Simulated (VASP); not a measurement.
Set up this calculation in VASP 6.6.1, as the native input.

| Item | Value |
| --- | --- |
| Task | single point |
| Functional | PBE |
| Potentials or basis | VASP PAW PBE potentials, release 64 (Ti_sv, O) |
| Cutoff | 520 eV |
| k mesh | 6 × 6 × 8 |
| Occupations | fermi-dirac, width 0.02 eV |
| Spin | no spin polarisation |
| Dipole correction | no |
| Further INCAR settings | ALGO = Normal; EDIFF = 1e-06; NBANDS = 33 |

The structure of TiO2 lies in POSCAR:

```
TiO2
1.0
    4.5968534940      0.0000000000      0.0000000000
    0.0000000000      4.5968534940      0.0000000000
    0.0000000000      0.0000000000      2.9534912666
Ti O
2 4
Direct
    0.0000000000      0.0000000000      0.0000000000
    0.5000000000      0.5000000000      0.5000000000
    0.3046432220      0.3046432220      0.0000000000
    0.1953567780      0.8046432220      0.5000000000
    0.8046432220      0.1953567780      0.5000000000
    0.6953567780      0.6953567780      0.0000000000
```

The input as run:

INCAR

```
  PREC = Accurate
  ENCUT = 520
  EDIFF = 1E-6
  ISMEAR = -1
  SIGMA = 0.02
  LREAL = F
  LASPH = T
  NELM = 100
  ALGO = Normal
  ISIF = 2
  LWAVE = F
  LCHARG = F
  GGA = PE
  NBANDS = 33
```

KPOINTS

```
Automatic mesh
0
Gamma
  6 6 8
```

Potentials or basis: VASP PAW PBE potentials, release 64 (Ti_sv, O).

Launch:

```bash
$ cat potpaw_PBE.64/Ti_sv/POTCAR potpaw_PBE.64/O/POTCAR > POTCAR
$ mpirun -np 1 vasp_std > vasp.out
```

Results of the run:

* Pressure: 5.9 GPa
* Largest force: 0.082 eV/Å
* Band gap on the k mesh: 1.86 eV, direct

It took 80 s on 1 thread of AMD EPYC 9R45 96-Core Processor (Zen 5), with other jobs on the host, peak memory 0.19 GiB.
